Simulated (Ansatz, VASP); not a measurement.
**Ir: VASP beside Ansatz**

```
Ir
1.0
     3.93352    0.00000    0.00000
    -1.96676    3.40653    0.00000
     0.00000    0.00000    6.32869
Ir
4
Cartesian
  1.9668 1.1355 0.3849
  0.0000 2.2710 3.5492
  1.9668 1.1355 2.7795
  0.0000 2.2710 5.9438
```

Alike in both runs: functional r2SCAN; k mesh 12 × 12 × 8; occupations gaussian, width 0.1 eV; no spin polarisation.

Ansatz relaxed the structure, and its values are those at the end. VASP's run is a single point on that final structure, the one shown.

```csv
,VASP,Ansatz
version,VASP 6.6.1,Ansatz 0.2.0
potentials or method,"VASP PAW PBE potentials, release 64 (Ir), cutoff 520 eV","scalar-relativistic, plane waves, PAW"
valence electrons in the cell,36,68
```

VASP gave:

* gap on the k mesh at the Fermi level (eV): none
* pressure (GPa): 0.4
* rms of the force components (eV/Å): 0.001

Task: What did Ansatz give for the same quantities?

Result: gap on the k mesh at the Fermi level (eV): none; pressure (GPa): 0.0; rms of the force components (eV/Å): 0.004.

VASP's potentials were made for PBE, not for r2SCAN. A gap of «none» marks a metal or a gap that the smearing closes. VASP's potentials hold 36 valence electrons a cell and Ansatz's 68, so a difference there can come from the potentials and not from the codes.

Neither program's run includes spin-orbit coupling.
